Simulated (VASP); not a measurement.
Wanted: the native input for a VASP 6.6.1 run.

| Quantity | Value |
| --- | --- |
| Task | single point |
| Functional | PBE |
| Potentials or basis | VASP PAW PBE potentials, release 64 (Ag, Cl) |
| Cutoff | 520 eV |
| k mesh | 8 × 8 × 8 |
| Occupations | fermi-dirac, width 0.02 eV |
| Spin | no spin polarisation |
| Dipole correction | no |
| Further INCAR settings | ALGO = Normal; EDIFF = 1e-07; NBANDS = 16 |

The structure of AgCl lies in POSCAR:

```
AgCl
1.0
    0.0000000000      2.9118430048      2.9118430048
    2.9118430048      0.0000000000      2.9118430048
    2.9118430048      2.9118430048      0.0000000000
Ag Cl
1 1
Direct
    0.0000000000      0.0000000000      0.0000000000
    0.5000000000      0.5000000000      0.5000000000
```

This cell differs from its parent crystal: strain +5.0%.

These files were run (other wordings do the same):

INCAR

```
SYSTEM = AgCl
PREC = Accurate
ENCUT = 520
EDIFF = 1E-7
ISMEAR = -1
SIGMA = 0.02
LREAL = .False.
LASPH = .True.
NELM = 100
ALGO = Normal
ISIF = 2
LWAVE = .False.
LCHARG = .True.
GGA = PE
LELF = .True.
LVHAR = .True.
NBANDS = 16
```

KPOINTS

```
regular mesh
0
Gamma
  8 8 8
  0 0 0
```

Potentials or basis: VASP PAW PBE potentials, release 64 (Ag, Cl).

The run is started by

```bash
$ cat potpaw_PBE.64/Ag/POTCAR potpaw_PBE.64/Cl/POTCAR > POTCAR
$ mpirun -np 1 vasp_std > vasp.out
```

Results of the run:

The pressure is -3.6 GPa and the band gap on the k mesh is 0.99 eV (least direct gap 2.73 eV).

Caveat: the cell differs from its parent crystal (strain +5.0%); the cell stands under tension.

Run time: 16 s on 1 thread of Intel(R) Xeon(R) Platinum 8488C (Sapphire Rapids), with other jobs on the host, peak memory 0.18 GiB.
